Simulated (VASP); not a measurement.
# Ga2Ge3O (P4/mmm) in VASP: relaxation of cell and atoms with PBE

Aim: the relaxation of cell and atoms of Ga2Ge3O with PBE.

All numbers are computed with VASP 6.6.1; they aren't measurements. Logs are shortened: lines on timing, memory, paths and dates and some standing lists are left out, and cuts for length are marked.

### Step 1. The cell of the first run

Symmetry: P4/mmm, No. 123, tetragonal system. Conventional cell: a = 3.757 Å, b = 3.757 Å, c = 8.430 Å, α = 90.00°, β = 90.00°, γ = 90.00°. Ga (site symmetry mmm) has 2 O at 1.88 Å within 2.5 Å. Ge (site symmetry mmm) has 2 Ge at 1.88 Å within 2.5 Å. Ge (site symmetry 4/mmm) has 4 Ge at 1.88 Å within 2.5 Å. Within 2.5 Å of O (site symmetry 4/mmm) lie 4 Ga at 1.88 Å.

The cell was generated, and may not be a known phase.

### Step 2. Relaxation of cell and atoms, PBE

The input, INCAR:

```
ALGO = Normal ; EDIFF = 1E-7
EDIFFG = -0.04 ; ENCUT = 1340
GGA = PE ; GGA_COMPAT = False
IBRION = 2 ; ISIF = 3
ISMEAR = 0 ; LASPH = True
LCHARG = False ; LREAL = False
LWAVE = False ; NELM = 120
NELMIN = 4 ; NSW = 90
PREC = Accurate ; SIGMA = 0.1
```

The input, KPOINTS:

```
k-points
0
Gamma
  4 4 2
```

The input, POSCAR:

```
Ga2Ge3O
1.0
    3.7569313800      0.0000000000      0.0000000000
    0.0000000000      3.7569313800      0.0000000000
    0.0000000000      0.0000000000      8.4298512100
Ga Ge O
2 3 1
Direct
    0.5000000000      0.0000000000      0.0000000000
    0.0000000000      0.5000000000      0.0000000000
    0.5000000000      0.0000000000      0.5000000000
    0.0000000000      0.5000000000      0.5000000000
    0.0000000000      0.0000000000      0.5000000000
    0.0000000000      0.0000000000      0.0000000000
```

Potentials or basis: VASP PAW PBE potentials, release 64 (Ga_d, Ge_d, O_h).

On the command line:

```bash
$ cat potpaw_PBE.64/Ga_d/POTCAR potpaw_PBE.64/Ge_d/POTCAR potpaw_PBE.64/O_h/POTCAR > POTCAR
$ mpirun -np 1 vasp_std > vasp.out
```

OUTCAR:

```text
EDIFF = 1E-7
   EDIFFG = -0.04
   ENCUT = 1340
   GGA = PE
   IBRION = 2
   ISIF = 3
   ISMEAR = 0
   LASPH = True
   LREAL = False
   NELM = 120
   NELMIN = 4
   NSW = 90
   PREC = Accurate

 ion  position               nearest neighbor table
   1  0.500  0.000  0.000-   6 1.88   6 1.88   2 2.66   2 2.66   2 2.66   2 2.66
   2  0.000  0.500  0.000-   6 1.88   6 1.88   1 2.66   1 2.66   1 2.66   1 2.66
   3  0.500  0.000  0.500-   5 1.88   5 1.88   4 2.66   4 2.66   4 2.66   4 2.66
   4  0.000  0.500  0.500-   5 1.88   5 1.88   3 2.66   3 2.66   3 2.66   3 2.66
   5  0.000  0.000  0.500-   3 1.88   4 1.88   4 1.88   3 1.88
   6  0.000  0.000  0.000-   1 1.88   2 1.88   2 1.88   1 1.88

  LATTYP: Found a simple tetragonal cell.
 ALAT       =     3.7569313800
 C/A-ratio  =     2.2438129306

  Lattice vectors:

 A1 = (   3.7569313800,   0.0000000000,   0.0000000000)
 A2 = (   0.0000000000,   3.7569313800,   0.0000000000)
 A3 = (   0.0000000000,   0.0000000000,   8.4298512100)

Analysis of symmetry for initial positions (statically):
=====================================================================
 Subroutine PRICEL returns:
 Original cell was already a primitive cell.

 Routine SETGRP: Setting up the symmetry group for a
 simple tetragonal supercell.

 Subroutine GETGRP returns: Found 16 space group operations
 (whereof 16 operations were pure point group operations)
 out of a pool of 16 trial point group operations.

The static configuration has the point symmetry D_4h.

Analysis of symmetry for dynamics (positions and initial velocities):
=====================================================================
 Subroutine PRICEL returns:
 Original cell was already a primitive cell.

 Routine SETGRP: Setting up the symmetry group for a
 simple tetragonal supercell.

 Subroutine GETGRP returns: Found 16 space group operations
 (whereof 16 operations were pure point group operations)
 out of a pool of 16 trial point group operations.

The dynamic configuration has the point symmetry D_4h.

 Subroutine INISYM returns: Found 16 space group operations
 (whereof 16 operations are pure point group operations),
 and found     1 'primitive' translations

----------------------------------------------------------------------------------------

                                     Primitive cell

  volume of cell :     118.9834

  direct lattice vectors                    reciprocal lattice vectors
     3.756931380  0.000000000  0.000000000     0.266174678  0.000000000  0.000000000
     0.000000000  3.756931380  0.000000000     0.000000000  0.266174678  0.000000000
     0.000000000  0.000000000  8.429851210     0.000000000  0.000000000  0.118626056

  length of vectors
     3.756931380  3.756931380  8.429851210     0.266174678  0.266174678  0.118626056

  position of ions in fractional coordinates (direct lattice)
     0.500000000  0.000000000  0.000000000
     0.000000000  0.500000000  0.000000000
     0.500000000  0.000000000  0.500000000
     0.000000000  0.500000000  0.500000000
     0.000000000  0.000000000  0.500000000
     0.000000000  0.000000000  0.000000000

  ion indices of the primitive-cell ions
   primitive index   ion index
                 1           1
                 2           2
                 3           3
                 4           4
                 5           5
                 6           6

----------------------------------------------------------------------------------------

 KPOINTS: k-points

Automatic generation of k-mesh.
 Grid dimensions read from file:
 generate k-points for:    4    4    2

 Generating k-lattice:

  Cartesian coordinates                     Fractional coordinates (reciprocal lattice)
     0.066543669  0.000000000  0.000000000     0.250000000  0.000000000  0.000000000
     0.000000000  0.066543669  0.000000000     0.000000000  0.250000000  0.000000000
     0.000000000  0.000000000  0.059313028     0.000000000  0.000000000  0.500000000

  Length of vectors
     0.066543669  0.066543669  0.059313028

  Shift w.r.t. Gamma in fractional coordinates (k-lattice)
     0.000000000  0.000000000  0.000000000

 Subroutine IBZKPT returns following result:
 ===========================================

 Found     12 irreducible k-points:

 Following reciprocal coordinates:
            Coordinates               Weight
  0.000000  0.000000  0.000000      1.000000
  0.250000  0.000000  0.000000      4.000000
  0.500000  0.000000  0.000000      2.000000
  0.250000  0.250000  0.000000      4.000000
  0.500000  0.250000  0.000000      4.000000
  0.500000  0.500000  0.000000      1.000000
  0.000000  0.000000  0.500000      1.000000
  0.250000  0.000000  0.500000      4.000000
  0.500000  0.000000  0.500000      2.000000
  0.250000  0.250000  0.500000      4.000000
  0.500000  0.250000  0.500000      4.000000
  0.500000  0.500000  0.500000      1.000000
   k-points           NKPTS =     12   k-points in BZ     NKDIM =     12   number of bands    NBANDS=     44
   number of dos      NEDOS =    301   number of ions     NIONS =      6
   total plane-waves  NPLWV = 248832
   dimension x,y,z NGX =    48 NGY =   48 NGZ =  108
   dimension x,y,z NGXF=    96 NGYF=   96 NGZF=  216
   ions per type =               2   3   1
   NGX,Y,Z   is equivalent  to a cutoff of  21.24, 21.24, 21.30 a.u.
   NGXF,Y,Z  is equivalent  to a cutoff of  42.48, 42.48, 42.60 a.u.
 SYSTEM =  unknown system
   PREC   = accura    normal or accurate (medium, high low for compatibility)
   ISTART =      0    job   : 0-new  1-cont  2-samecut
   ICHARG =      2    charge: 1-file 2-atom 10-const
   ISPIN  =      1    spin polarized calculation?
   LNONCOLLINEAR =      F non collinear calculations
   LSORBIT =      F    spin-orbit coupling
   LASPH  =      T    aspherical Exc in radial PAW
   ENCUT  = 1340.0 eV  98.49 Ry    9.92 a.u.  11.21 11.21 25.16*2*pi/ulx,y,z
   NELM   =    120;   NELMIN=  4; NELMDL= -5     # of ELM steps
   EDIFF  = 0.1E-06   stopping-criterion for ELM
   LREAL  =      F    real-space projection
   EDIFFG = -.4E-01   stopping-criterion for IOM
   NSW    =     90    number of steps for IOM
   IBRION =      2    ionic relax: 0-MD 1-quasi-New 2-CG
   NFREE  =      1    steps in history (QN), initial steepest desc. (CG)
   ISIF   =      3    stress and relaxation
   ISYM   =      2    0-nonsym 1-usesym 2-fastsym
   POTIM  = 0.5000    time-step for ionic-motion
   TEBEG  =    0.0;   TEEND  =   0.0 temperature during run
   PSTRESS=    0.0 pullay stress
   NELECT =      74.0000    total number of electrons
   NUPDOWN=      -1.0000    fix difference up-down
   EMIN   =  10.00;   EMAX   =-10.00  energy-range for DOS
   EFERMI =   0.00;   METHOD = LEGACY
   ISMEAR =     0;   SIGMA  =   0.10  broadening in eV -4-tet -1-fermi 0-gaus
   EFERMI_NEDOS =   21; number of points for ismear=-14 and -15
   IALGO  =     38    algorithm
   IMIX   =      4    mixing-type and parameters
     AMIX     =   0.40;   BMIX     =  1.00
     AMIX_MAG =   1.60;   BMIX_MAG =  1.00
  volume/ion in A,a.u.               =      19.83       133.82
  Fermi-wavevector in a.u.,A,eV,Ry     =   1.397408  2.640718 26.568769  1.952749
  Thomas-Fermi vector in A             =   2.520667
   LORBIT       =      0    0 simple, 1 ext, 2 COOP (PROOUT), +10 PAW based schemes
   GGA     = PE    functional components
   LHFCALC =     F    Hartree Fock is set to
   AEXX    =    0.0000 exact exchange contribution
   IVDW    =     0    specifies the selected vdW correction
   LEPSILON=     F    determine dielectric tensor
   LRPA    =     F    only Hartree local field effects (RPA)
 conjugate gradient relaxation of ions
 non-spin polarized calculation
 Gauss-broadening in eV      SIGMA  =   0.10
  energy-cutoff  :     1340.00
  volume of cell :      118.98
 maximum number of plane-waves:     13323
 NGX is ok and might be reduce to    48
   NGX = 23   NGY = 23   NGZ = 51

--------------------------------------- Ionic step        1  -------------------------------------------

 number of electron      74.0000006 magnetization

 Free energy of the ion-electron system (eV)
  ---------------------------------------------------
  ext. energy  EPLUGINS =         0.00000000
  ---------------------------------------------------
  free energy    TOTEN  =        -7.46292358 eV

  energy without entropy =       -7.43382338  energy(sigma->0) =       -7.44837348

 E-fermi :   5.2533     XC(G=0):  -9.6889

 val. band max:        5.2482736913   @ k =   0.5000   0.0000   0.5000
 cond. band min:       5.2687273624   @ k =   0.2500   0.2500   0.0000
 fundamental gap:      0.0204536712
 Fermi energy:         5.2532586873

 k-point     1 :       0.0000    0.0000    0.0000
  band No.  band energies     occupation
      1     -23.7845      2.00000
      2     -23.0589      2.00000
      3     -22.9500      2.00000
      4     -22.3790      2.00000
      5     -22.3790      2.00000
      6     -21.0442      2.00000
[... 590 lines left out ...]
  energy  without entropy=       -7.4338233832  energy(sigma->0) =       -7.44837348

--------------------------------------- Ionic step        2  -------------------------------------------

 number of electron      73.9999976 magnetization

 E-fermi :  -0.6253     XC(G=0):  -6.4027

 val. band max:       -0.6555321814   @ k =   0.5000   0.5000   0.0000
 cond. band min:      -0.6158296284   @ k =   0.5000   0.0000   0.0000
 fundamental gap:      0.0397025530
 Fermi energy:        -0.6252985980

 k-point     1 :       0.0000    0.0000    0.0000
  band No.  band energies     occupation
      1     -25.5805      2.00000
      2     -25.5799      2.00000
      3     -25.5725      2.00000
      4     -25.5725      2.00000
      5     -25.5357      2.00000
      6     -25.5314      2.00000
[... 626 lines left out ...]
  FREE ENERGIE OF THE ION-ELECTRON SYSTEM (eV)
  ---------------------------------------------------
  free  energy   TOTEN  =       -20.8222651193 eV

  energy  without entropy=      -20.8157418839  energy(sigma->0) =      -20.81900350

 E-fermi :  13.3344     XC(G=0): -13.2014

 val. band max:       13.2879916994   @ k =   0.0000   0.0000   0.0000
 cond. band min:      13.3829526405   @ k =   0.2500   0.0000   0.0000
 fundamental gap:      0.0949609411
 Fermi energy:        13.3343775942

 k-point     1 :       0.0000    0.0000    0.0000
  band No.  band energies     occupation
      1     -22.1135      2.00000
      2     -22.1125      2.00000
      3     -20.2307      2.00000
      4     -20.2307      2.00000
      5     -20.0853      2.00000
      6     -20.0853      2.00000
[... 553 lines left out ...]
     43      19.0600      0.00000
     44      21.9467      0.00000

 E-fermi :   4.6180     XC(G=0): -10.3050

 val. band max:        4.6074620589   @ k =   0.5000   0.0000   0.5000
 cond. band min:       4.7065988651   @ k =   0.5000   0.0000   0.5000
 fundamental gap:      0.0991368062
 Fermi energy:         4.6180249007

 k-point     1 :       0.0000    0.0000    0.0000
  band No.  band energies     occupation
      1     -20.6441      2.00000
      2     -20.6343      2.00000
      3     -20.5526      2.00000
      4     -20.5526      2.00000
      5     -20.4849      2.00000
      6     -19.9121      2.00000
[... 553 lines left out ...]
     43       9.9669      0.00000
     44       9.9669      0.00000

[... ionic steps 4 to 19 ...]

--------------------------------------- Ionic step       20  -------------------------------------------

 number of electron      73.9999987 magnetization

------------------------ aborting loop because EDIFF is reached ----------------------------------------

  FORCE on cell =-STRESS in cart. coord.  units (eV):
  Direction    XX          YY          ZZ          XY          YZ          ZX
  --------------------------------------------------------------------------------------
  -------------------------------------------------------------------------------------
  Total        0.0698524      0.0698524     -0.7020245      0.0000000     -0.0000000      0.0000000
  in kB        0.8900045      0.8900045     -8.9446444      0.0000000     -0.0000000      0.0000000
  external PRESSURE =      -2.3882118 kB  Pullay stress =       0.0000000 kB
[... 65 lines left out ...]
  energy  without entropy=      -23.7844606356  energy(sigma->0) =      -23.79389320

--------------------------------------- Ionic step       22  -------------------------------------------

 number of electron      73.9999985 magnetization

 Free energy of the ion-electron system (eV)
  ---------------------------------------------------
  ext. energy  EPLUGINS =         0.00000000
  ---------------------------------------------------
  free energy    TOTEN  =       -23.80378214 eV

  energy without entropy =      -23.78572075  energy(sigma->0) =      -23.79475144

 E-fermi :   3.8718     XC(G=0):  -9.9028

 val. band max:        3.8378615421   @ k =   0.2500   0.0000   0.0000
 cond. band min:       3.9297763767   @ k =   0.5000   0.0000   0.5000
 fundamental gap:      0.0919148346
 Fermi energy:         3.8718115545

 k-point     1 :       0.0000    0.0000    0.0000
  band No.  band energies     occupation
      1     -21.1936      2.00000
      2     -21.1752      2.00000
      3     -21.1303      2.00000
      4     -21.1303      2.00000
      5     -21.0586      2.00000
      6     -20.6273      2.00000
[... 586 lines left out ...]
  FREE ENERGIE OF THE ION-ELECTRON SYSTEM (eV)
  ---------------------------------------------------
  free  energy   TOTEN  =       -23.8037821376 eV

  energy  without entropy=      -23.7857207495  energy(sigma->0) =      -23.79475144

 reached required accuracy - stopping structural energy minimisation
```

It took 64 min on 1 thread of Intel Xeon 6975P-C (Granite Rapids), shared host; peak memory 0.78 GiB.

Results:

| Property | Result |
| --- | --- |
| Free energy | -23.8038 eV |
| Relaxed volume | 20.90 Å³/atom |
| Relaxed cell | a = 5.015 Å, b = 5.015 Å, c = 4.984 Å, α = 90.00°, β = 90.00°, γ = 90.00° |
| Space group after relaxing (to 0.1 Å) | P4/mmm (No. 123) |
| Pressure after relaxing | 0.0 GPa |
| Band gap on the k mesh | zero (bands 37 and 38 overlap by 2.33 eV) |

Final structure:
```xyz
6
Lattice="5.0152 0.0000 0.0000 0.0000 5.0152 0.0000 0.0000 0.0000 4.9844" Properties=species:S:1:pos:R:3 pbc="T T T"
Ga    2.5076    0.0000    0.0000
Ga    0.0000    2.5076    0.0000
Ge    2.5076    0.0000    2.4922
Ge    5.0152    2.5076    2.4922
Ge    0.0000    0.0000    2.4922
O     0.0000    0.0000    0.0000
```

Caveat: the k points lie up to 0.63 Å⁻¹ apart in the final cell, too coarse for converged energies and pressures of a metal; a cell axis changed by over 15 % at a fixed basis, so the end point is rough.

The gap in the log of VASP goes by the Fermi energy; the results here count the filled bands.